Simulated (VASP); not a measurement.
Wanted: the native input for a VASP 6.6.1 run.

- Task: single point
- Functional: PBE
- Potentials or basis: VASP PAW PBE potentials, release 64 (Bi_d, Te, O)
- Cutoff: 520 eV
- k mesh: 6 × 6 × 2
- Occupations: gaussian, width 0.1 eV
- Spin: no spin polarisation
- Dipole correction: no
- Further INCAR settings: ALGO = Normal; EDIFF = 1e-06; NBANDS = 36

The structure of Bi2TeO3 lies in POSCAR:

```
Bi2TeO3
1.0
    3.5144746113      0.0000000000      0.0000000000
    0.0000000000      3.5144746113      0.0000000000
    0.0000000000      0.0000000000      8.7181931148
Bi Te O
2 1 3
Direct
    0.0000000000      0.5000000000      0.6658842232
    0.5000000000      0.0000000000      0.3341157768
    0.0000000000      0.0000000000      0.0000000000
    0.5000000000      0.5000000000      0.0000000000
    0.0000000000      0.5000000000      0.3997602667
    0.5000000000      0.0000000000      0.6002397333
```

The cell was generated, and may not be a known phase.

One way to write it, as run:

INCAR

```
SYSTEM = Bi2TeO3
ALGO = Normal ; EDIFF = 1E-6
ENCUT = 520 ; GGA = PE
ISIF = 2 ; ISMEAR = 0
LASPH = .TRUE. ; LCHARG = .FALSE.
LREAL = .FALSE. ; LWAVE = .FALSE.
NBANDS = 36 ; NELM = 100
PREC = Accurate ; SIGMA = 0.1
```

KPOINTS

```
k-points
0
G
  6 6 2
  0 0 0
```

Potentials or basis: VASP PAW PBE potentials, release 64 (Bi_d, Te, O).

Run with:

```console
$ cat potpaw_PBE.64/Bi_d/POTCAR potpaw_PBE.64/Te/POTCAR potpaw_PBE.64/O/POTCAR > POTCAR
$ mpirun -np 1 vasp_std > vasp.out
```

It gave:

```yaml
Pressure: 0.1 GPa
Largest_force: 0.016 eV/Å
Band_gap_on_the_k_mesh: zero (bands 27 and 28 overlap by 2.21 eV)
```

Caveat: the k points lie up to 0.36 Å⁻¹ apart, too coarse for converged energies and pressures of a metal; spin-orbit coupling is left out, which moves the levels of the heavy elements.

Run time: 79 s on 1 thread of Intel(R) Xeon(R) Platinum 8259CL CPU @ 2.50GHz (Skylake/Cascade Lake), with other jobs on the host, peak memory 0.26 GiB.
